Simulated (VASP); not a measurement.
# NaP3 (P-31m) in VASP: further runs

The runs below take NaP3 through single point, relaxation of cell and atoms, with PBE.

Program: VASP 6.6.1. These are calculated values, not measurements. Logs are shortened: lines on timing, memory, paths and dates and some standing lists are left out, and cuts for length are marked.

## Step 1: The cell of the first run

It takes space group P-31m (No. 162, trigonal). The conventional cell has a = 5.961 Å, b = 5.961 Å, c = 5.849 Å, α = 90.00°, β = 90.00°, γ = 120.00°. Na (site symmetry 32) has 12 P at 3.07 to 4.00 Å and 3 Na at 3.44 Å within 4.1 Å. Within 2.9 Å of P (site symmetry m) lie 3 P at 2.20 to 2.33 Å.

## Step 2: Single point, PBE

File INCAR:

```
SYSTEM = NaP3
PREC = Accurate
ENCUT = 520
EDIFF = 1E-6
ISMEAR = 0
SIGMA = 0.1
LREAL = .False.
LASPH = .True.
NELM = 100
ALGO = Fast
ISIF = 2
LWAVE = .False.
LCHARG = .True.
GGA = PE
LELF = .True.
LVHAR = .True.
NBANDS = 32
```

File KPOINTS:

```
Automatic mesh
0
Gamma
  6 6 6
  0 0 0
```

File POSCAR:

```
NaP3
1.0
    5.9611958186      0.0000000000      0.0000000000
   -2.9805979093      5.1625470158      0.0000000000
    0.0000000000      0.0000000000      5.8493763260
Na P
2 6
Direct
    0.6666666667      0.3333333333      0.5000000000
    0.3333333333      0.6666666667      0.5000000000
    0.6580045679      0.6580045679      0.0965914995
    0.3419954321      0.0000000000      0.0965914995
    0.0000000000      0.3419954321      0.0965914995
    0.0000000000      0.6580045679      0.9034085005
    0.6580045679      0.0000000000      0.9034085005
    0.3419954321      0.3419954321      0.9034085005
```

Potentials or basis: VASP PAW PBE potentials, release 64 (Na_pv, P).

Launch:

```sh
$ cat potpaw_PBE.64/Na_pv/POTCAR potpaw_PBE.64/P/POTCAR > POTCAR
$ mpirun -np 1 vasp_std > vasp.out
```

OUTCAR:

```text
SYSTEM = NaP3
   PREC = Accurate
   ENCUT = 520
   EDIFF = 1E-6
   ISMEAR = 0
   LREAL = .False.
   LASPH = .True.
   NELM = 100
   ISIF = 2
   GGA = PE

 ion  position               nearest neighbor table
   1  0.667  0.333  0.500-
   2  0.333  0.667  0.500-
   3  0.658  0.658  0.097-   8 2.20   7 2.33   6 2.33
   4  0.342  0.000  0.097-   7 2.20   6 2.33   8 2.33
   5  0.000  0.342  0.097-   6 2.20   7 2.33   8 2.33
   6  0.000  0.658  0.903-   5 2.20   4 2.33   3 2.33
   7  0.658  0.000  0.903-   4 2.20   3 2.33   5 2.33
   8  0.342  0.342  0.903-   3 2.20   4 2.33   5 2.33

  LATTYP: Found a hexagonal cell.
 ALAT       =     5.9611958186
 C/A-ratio  =     0.9812421038

  Lattice vectors:

 A1 = (   5.9611958186,   0.0000000000,   0.0000000000)
 A2 = (  -2.9805979093,   5.1625470158,   0.0000000000)
 A3 = (   0.0000000000,   0.0000000000,   5.8493763260)

Analysis of symmetry for initial positions (statically):
=====================================================================
 Subroutine PRICEL returns:
 Original cell was already a primitive cell.

 Routine SETGRP: Setting up the symmetry group for a
 hexagonal supercell.

 Subroutine GETGRP returns: Found 12 space group operations
 (whereof 12 operations were pure point group operations)
 out of a pool of 24 trial point group operations.

The static configuration has the point symmetry D_3d.

Analysis of symmetry for dynamics (positions and initial velocities):
=====================================================================
 Subroutine PRICEL returns:
 Original cell was already a primitive cell.

 Routine SETGRP: Setting up the symmetry group for a
 hexagonal supercell.

 Subroutine GETGRP returns: Found 12 space group operations
 (whereof 12 operations were pure point group operations)
 out of a pool of 24 trial point group operations.

The dynamic configuration has the point symmetry D_3d.

 Subroutine INISYM returns: Found 12 space group operations
 (whereof 12 operations are pure point group operations),
 and found     1 'primitive' translations

----------------------------------------------------------------------------------------

                                     Primitive cell

  volume of cell :     180.0143

  direct lattice vectors                    reciprocal lattice vectors
     5.961195819  0.000000000  0.000000000     0.167751577  0.096851418  0.000000000
    -2.980597909  5.162547016  0.000000000     0.000000000  0.193702836  0.000000000
     0.000000000  0.000000000  5.849376326     0.000000000  0.000000000  0.170958397

  length of vectors
     5.961195819  5.961195819  5.849376326     0.193702836  0.193702836  0.170958397

  position of ions in fractional coordinates (direct lattice)
     0.666666667  0.333333333  0.500000000
     0.333333333  0.666666667  0.500000000
     0.658004568  0.658004568  0.096591500
     0.341995432  0.000000000  0.096591500
     0.000000000  0.341995432  0.096591500
     0.000000000  0.658004568  0.903408500
     0.658004568  0.000000000  0.903408500
     0.341995432  0.341995432  0.903408500

  ion indices of the primitive-cell ions
   primitive index   ion index
                 1           1
                 2           2
                 3           3
                 4           4
                 5           5
                 6           6
                 7           7
                 8           8

----------------------------------------------------------------------------------------

 KPOINTS: Automatic mesh

Automatic generation of k-mesh.
 Grid dimensions read from file:
 generate k-points for:    6    6    6

 Generating k-lattice:

  Cartesian coordinates                     Fractional coordinates (reciprocal lattice)
     0.027958596  0.016141903  0.000000000     0.166666667 -0.000000000  0.000000000
     0.000000000  0.032283806  0.000000000     0.000000000  0.166666667  0.000000000
     0.000000000  0.000000000  0.028493066     0.000000000  0.000000000  0.166666667

  Length of vectors
     0.032283806  0.032283806  0.028493066

  Shift w.r.t. Gamma in fractional coordinates (k-lattice)
     0.000000000  0.000000000  0.000000000

 Subroutine IBZKPT returns following result:
 ===========================================

 Found     34 irreducible k-points:

 Following reciprocal coordinates:
            Coordinates               Weight
  0.000000  0.000000  0.000000      1.000000
  0.166667  0.000000  0.000000      6.000000
  0.333333  0.000000  0.000000      6.000000
  0.500000  0.000000  0.000000      3.000000
  0.166667  0.166667  0.000000      6.000000
  0.333333  0.166667  0.000000     12.000000
[... 16 lines left out ...]
 -0.166667  0.333333  0.333333      6.000000
  0.333333  0.166667  0.333333     12.000000
 [... further k-points ...]
   k-points           NKPTS =     34   k-points in BZ     NKDIM =     34   number of bands    NBANDS=     32
   number of dos      NEDOS =    301   number of ions     NIONS =      8
   total plane-waves  NPLWV = 110592
   dimension x,y,z NGX =    48 NGY =   48 NGZ =   48
   dimension x,y,z NGXF=    96 NGYF=   96 NGZF=   96
   ions per type =               2   6
   NGX,Y,Z   is equivalent  to a cutoff of  13.39, 13.39, 13.64 a.u.
   NGXF,Y,Z  is equivalent  to a cutoff of  26.77, 26.77, 27.28 a.u.
 SYSTEM =  NaP3
   PREC   = accura    normal or accurate (medium, high low for compatibility)
   ISTART =      0    job   : 0-new  1-cont  2-samecut
   ICHARG =      2    charge: 1-file 2-atom 10-const
   ISPIN  =      1    spin polarized calculation?
   LNONCOLLINEAR =      F non collinear calculations
   LSORBIT =      F    spin-orbit coupling
   LASPH  =      T    aspherical Exc in radial PAW
   ENCUT  =  520.0 eV  38.22 Ry    6.18 a.u.  11.08 11.08 10.88*2*pi/ulx,y,z
   NELM   =    100;   NELMIN=  2; NELMDL= -5     # of ELM steps
   EDIFF  = 0.1E-05   stopping-criterion for ELM
   LREAL  =      F    real-space projection
   EDIFFG = 0.1E-04   stopping-criterion for IOM
   NSW    =      0    number of steps for IOM
   IBRION =     -1    ionic relax: 0-MD 1-quasi-New 2-CG
   NFREE  =      0    steps in history (QN), initial steepest desc. (CG)
   ISIF   =      2    stress and relaxation
   ISYM   =      2    0-nonsym 1-usesym 2-fastsym
   POTIM  = 0.5000    time-step for ionic-motion
   TEBEG  =    0.0;   TEEND  =   0.0 temperature during run
   PSTRESS=    0.0 pullay stress
   NELECT =      44.0000    total number of electrons
   NUPDOWN=      -1.0000    fix difference up-down
   EMIN   =  10.00;   EMAX   =-10.00  energy-range for DOS
   EFERMI =   0.00;   METHOD = LEGACY
   ISMEAR =     0;   SIGMA  =   0.10  broadening in eV -4-tet -1-fermi 0-gaus
   EFERMI_NEDOS =   21; number of points for ismear=-14 and -15
   IALGO  =     68    algorithm
   IMIX   =      4    mixing-type and parameters
     AMIX     =   0.40;   BMIX     =  1.00
     AMIX_MAG =   1.60;   BMIX_MAG =  1.00
  volume/ion in A,a.u.               =      22.50       151.85
  Fermi-wavevector in a.u.,A,eV,Ry     =   1.023584  1.934293 14.255147  1.047724
  Thomas-Fermi vector in A             =   2.157325
   LORBIT       =      0    0 simple, 1 ext, 2 COOP (PROOUT), +10 PAW based schemes
   GGA     = PE    functional components
   LHFCALC =     F    Hartree Fock is set to
   AEXX    =    0.0000 exact exchange contribution
   IVDW    =     0    specifies the selected vdW correction
   LEPSILON=     F    determine dielectric tensor
   LRPA    =     F    only Hartree local field effects (RPA)
 non-spin polarized calculation
 RMM-DIIS sequential band-by-band and
 Gauss-broadening in eV      SIGMA  =   0.10
  energy-cutoff  :      520.00
  volume of cell :      180.01
 maximum number of plane-waves:      4884
 NGX is ok and might be reduce to    48
   NGX = 23   NGY = 23   NGZ = 21

 number of electron      44.0000020 magnetization

 Free energy of the ion-electron system (eV)
  ---------------------------------------------------
  ext. energy  EPLUGINS =         0.00000000
  ---------------------------------------------------
  free energy    TOTEN  =       -35.80657208 eV

  energy without entropy =      -35.79068520  energy(sigma->0) =      -35.79862864

 E-fermi :   4.8915     XC(G=0):  -8.5601

 val. band max:        4.8899692248   @ k =  -0.1667   0.3333   0.1667
 cond. band min:       4.8950896135   @ k =  -0.1667   0.3333   0.3333
 fundamental gap:      0.0051203887
 Fermi energy:         4.8915461016

 k-point     1 :       0.0000    0.0000    0.0000
  band No.  band energies     occupation
      1     -20.3249      2.00000
      2     -20.3249      2.00000
      3     -20.2960      2.00000
      4     -20.2960      2.00000
      5     -20.2660      2.00000
      6     -20.2574      2.00000
[... 24 lines left out ...]
     31       8.7773      0.00000
     32       9.1527      0.00000

 k-point     2 :       0.1667    0.0000    0.0000
  band No.  band energies     occupation
      1     -20.3255      2.00000
      2     -20.3234      2.00000
      3     -20.2974      2.00000
      4     -20.2954      2.00000
      5     -20.2655      2.00000
      6     -20.2579      2.00000
[... 24 lines left out ...]
     31       8.5782      0.00000
     32       8.8307      0.00000
[... 733 lines left out ...]
     31       7.7207      0.00000
     32       9.3031      0.00000

 k-point    24 :       0.3333    0.1667    0.3333
  band No.  band energies     occupation
      1     -20.3276      2.00000
      2     -20.3163      2.00000
      3     -20.3046      2.00000
      4     -20.2932      2.00000
      5     -20.2635      2.00000
      6     -20.2605      2.00000
[... 24 lines left out ...]
     31       8.3097      0.00000
     32       8.7746      0.00000

 [... further k-points ...]

------------------------ aborting loop because EDIFF is reached ----------------------------------------

  FORCE on cell =-STRESS in cart. coord.  units (eV):
  Direction    XX          YY          ZZ          XY          YZ          ZX
  --------------------------------------------------------------------------------------
  -------------------------------------------------------------------------------------
  Total       -0.2154940     -0.2154940     -0.1263230      0.0000000      0.0000000      0.0000000
  in kB       -1.9179566     -1.9179566     -1.1243103      0.0000000      0.0000000      0.0000000
  external PRESSURE =      -1.6534078 kB  Pullay stress =       0.0000000 kB

 VOLUME and BASIS-vectors are now :
 -----------------------------------------------------------------------------
  energy-cutoff  :      520.00
  volume of cell :      180.01
      direct lattice vectors                 reciprocal lattice vectors
     5.961195819  0.000000000  0.000000000     0.167751577  0.096851418  0.000000000
    -2.980597909  5.162547016  0.000000000     0.000000000  0.193702836  0.000000000
     0.000000000  0.000000000  5.849376326     0.000000000  0.000000000  0.170958397

 POSITION                                       TOTAL-FORCE (eV/Angst)
 -----------------------------------------------------------------------------------
      2.98060      1.72085      2.92469         0.000000      0.000000      0.000000
     -0.00000      3.44170      2.92469        -0.000000     -0.000000      0.000000
      1.96125      3.39698      0.56500        -0.011481     -0.019886     -0.035444
      2.03870      0.00000      0.56500         0.022962      0.000000     -0.035444
     -1.01935      1.76557      0.56500        -0.011481      0.019886     -0.035444
     -1.96125      3.39698      5.28438         0.011481     -0.019886      0.035444
      3.92249      0.00000      5.28438        -0.022962     -0.000000      0.035444
      1.01935      1.76557      5.28438         0.011481      0.019886      0.035444
 -----------------------------------------------------------------------------------
    total drift:                                0.000000      0.000000      0.000000

  FREE ENERGIE OF THE ION-ELECTRON SYSTEM (eV)
  ---------------------------------------------------
  free  energy   TOTEN  =       -35.8065720766 eV

  energy  without entropy=      -35.7906851957  energy(sigma->0) =      -35.79862864
```

It took 7.6 min on 1 thread of Oxide Virtual Turin-like, shared host; peak memory 0.35 GiB.

What came out:

```yaml
Free_energy: -35.8066 eV
Pressure: -0.2 GPa
Largest_force: 0.042 eV/Å
Band_gap_on_the_k_mesh: zero (bands 22 and 23 overlap by 1.63 eV)
```

Forces on the atoms (eV/Å):
```
Na   0.000  0.000  0.000
Na   0.000  0.000  0.000
P   -0.011 -0.020 -0.035
P    0.023  0.000 -0.035
P   -0.011  0.020 -0.035
P    0.011 -0.020  0.035
P   -0.023  0.000  0.035
P    0.011  0.020  0.035
```

Levels at points of the mesh, in eV from the Fermi level:
| k point | band 20 | band 21 | band 22 | band 23 | band 24 | band 25 |
| --- | --- | --- | --- | --- | --- | --- |
| (0.00, 0.00, 0.00) | -2.72 | -2.72 | -0.13 | 0.13 | 1.02 | 1.26 |
| (0.50, 0.00, 0.00) | -2.96 | -2.80 | -0.58 | 0.35 | 0.48 | 0.75 |
| (0.00, 0.00, 0.50) | -2.72 | -2.12 | -0.59 | -0.22 | 0.57 | 1.26 |
| (0.50, 0.00, 0.50) | -2.22 | -2.16 | -0.45 | 0.90 | 1.22 | 1.26 |

## Step 3: Single point, PBE

File INCAR:

```
  PREC = Accurate
  ENCUT = 520
  EDIFF = 1E-6
  ISMEAR = 0
  SIGMA = 0.1
  LREAL = False
  LASPH = True
  NELM = 100
  ALGO = Fast
  ISIF = 2
  LWAVE = False
  LCHARG = True
  GGA = PE
  LELF = True
  LVHAR = True
  NBANDS = 32
```

File KPOINTS:

```
regular mesh
0
Gamma
  6 6 6
```

POSCAR is that of step 2.

Potentials or basis: VASP PAW PBE potentials, release 64 (Na_pv, P).

Launch:

```sh
$ cat potpaw_PBE.64/Na_pv/POTCAR potpaw_PBE.64/P/POTCAR > POTCAR
$ mpirun -np 1 vasp_std > vasp.out
```

Wall time 5.8 min (1 thread of Oxide Virtual Turin-like, shared host); peak memory 0.35 GiB.

The run converged. Its results:

```yaml
Free_energy: -35.8066 eV
Pressure: -0.2 GPa
Largest_force: 0.042 eV/Å
Band_gap_on_the_k_mesh: zero (bands 22 and 23 overlap by 1.63 eV)
```

Forces in eV/Å, atoms in the order of the input:
```
Na   0.000  0.000  0.000
Na   0.000  0.000  0.000
P   -0.011 -0.020 -0.035
P    0.023  0.000 -0.035
P   -0.011  0.020 -0.035
P    0.011 -0.020  0.035
P   -0.023  0.000  0.035
P    0.011  0.020  0.035
```

Stress tensor (GPa, compression positive):
```
-0.19  0.00  0.00
 0.00 -0.19  0.00
 0.00  0.00 -0.11
```

Levels at points of the mesh, in eV from the Fermi level:
```tsv
k point	band 19	band 20	band 21	band 22	band 23	band 24	band 25	band 26
(0.00, 0.00, 0.00)	-3.61	-2.72	-2.72	-0.13	0.13	1.02	1.26	1.26
(0.50, 0.00, 0.00)	-3.48	-2.96	-2.80	-0.58	0.35	0.48	0.75	1.41
(0.00, 0.00, 0.50)	-2.72	-2.72	-2.12	-0.59	-0.22	0.57	1.26	1.26
(0.50, 0.00, 0.50)	-3.68	-2.22	-2.16	-0.45	0.90	1.22	1.26	1.53
```

(Part 1 of 2 ends here.)

The gap in the log of VASP goes by the Fermi energy; the results here count the filled bands.